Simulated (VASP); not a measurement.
A run of VASP 6.6.1 is set up as follows.

File INCAR:

```
SYSTEM = Ta2C3
PREC = Accurate
ENCUT = 520
EDIFF = 1E-6
ISMEAR = 0
SIGMA = 0.1
LREAL = .False.
LASPH = .True.
NELM = 60
ALGO = Normal
ISIF = 2
LWAVE = .False.
LCHARG = .False.
GGA = PE
NBANDS = 25
```

Contents of KPOINTS:

```
regular mesh
0
Gamma
  4 4 4
  0 0 0
```

Contents of POSCAR:

```
Ta2C3
1.0
    2.9698851654      0.0000000000      0.0000000000
    0.0000000000      2.9698851654      0.0000000000
    0.0000000000      0.0000000000      5.8876069906
Ta C
2 3
Direct
    0.0000000000      0.0000000000      0.5401496216
    0.0000000000      0.0000000000      0.0887759658
    0.5000000000      0.0000000000      0.8144592501
    0.0000000000      0.5000000000      0.8144592501
    0.5000000000      0.5000000000      0.3144491724
```

Potentials or basis: VASP PAW PBE potentials, release 64 (Ta_pv, C).

Launch:

```bash
$ cat potpaw_PBE.64/Ta_pv/POTCAR potpaw_PBE.64/C/POTCAR > POTCAR
$ mpirun -np 1 vasp_std > vasp.out
```

(1) Predict the band gap on the k mesh.

(2) Predict the largest force.

Results:

(1) zero (band 17 reaches 9.34 eV, above the bottom of band 18 at 7.42 eV).

(2) 0.038 eV/Å.

Caveat: the k points lie up to 0.53 Å⁻¹ apart; spin-orbit coupling is left out, which moves the levels of the heavy elements.
